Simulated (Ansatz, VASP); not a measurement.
**Two plane-wave programs on SrTe**

File INCAR:

```
PREC = Accurate
ENCUT = 500
EDIFF = 1E-6
ISMEAR = 0
SIGMA = 0.01
LREAL = False
LASPH = True
NELM = 120
ALGO = Normal
ISIF = 2
LWAVE = False
LCHARG = False
GGA = PE
NBANDS = 15
GGA_COMPAT = False
```

The input KPOINTS:

```
regular mesh
0
Gamma
  6 6 6
```

Contents of POSCAR:

```
SrTe
1.0
    0.0000000000      3.2894381106      3.2894381106
    3.2894381106      0.0000000000      3.2894381106
    3.2894381106      3.2894381106      0.0000000000
Sr Te
1 1
Direct
    0.0000000000      0.0000000000      0.0000000000
    0.5000000000      0.5000000000      0.5000000000
```

Input for Ansatz:

```yaml
crystal:
  lattice:
    - [0.0, 3.2894381106, 3.2894381106]
    - [3.2894381106, 0.0, 3.2894381106]
    - [3.2894381106, 3.2894381106, 0.0]
  atoms:
    - { symbol: Sr, position: [0.0, 0.0, 0.0] }
    - { symbol: Te, position: [0.5, 0.5, 0.5] }
kpoints:
  mp_grid: { grid: [6, 6, 6] }
hamiltonian:
  xc: pbe
scf:
  occupations: { method: fixed }
  n_extra_bands: 4
output:
  forces: true
  stress: true
  eigenvalues: true
```

Alike in both runs: task single point; functional PBE; k mesh 6 × 6 × 6; no spin polarisation.

|  | VASP | Ansatz |
| --- | --- | --- |
| version | VASP 6.6.1 | Ansatz 0.2.0 |
| potentials or method | VASP PAW PBE potentials, release 64 (Sr_sv, Te) | plane waves, PAW |
| plane-wave cutoff (eV) | 500 | 420 |
| occupations | gaussian, width 0.01 eV | fixed |
| valence electrons in the cell | 16 | 26 |

```csv
,VASP,Ansatz,Ansatz less VASP
gap on the k mesh at the Fermi level (eV),1.59,1.62,+0.027
pressure (GPa),2.4,2.3,-0.11
```

VASP's potentials hold 16 valence electrons a cell and Ansatz's 26, so a difference there can come from the potentials and not from the codes.

Neither program's run includes spin-orbit coupling.
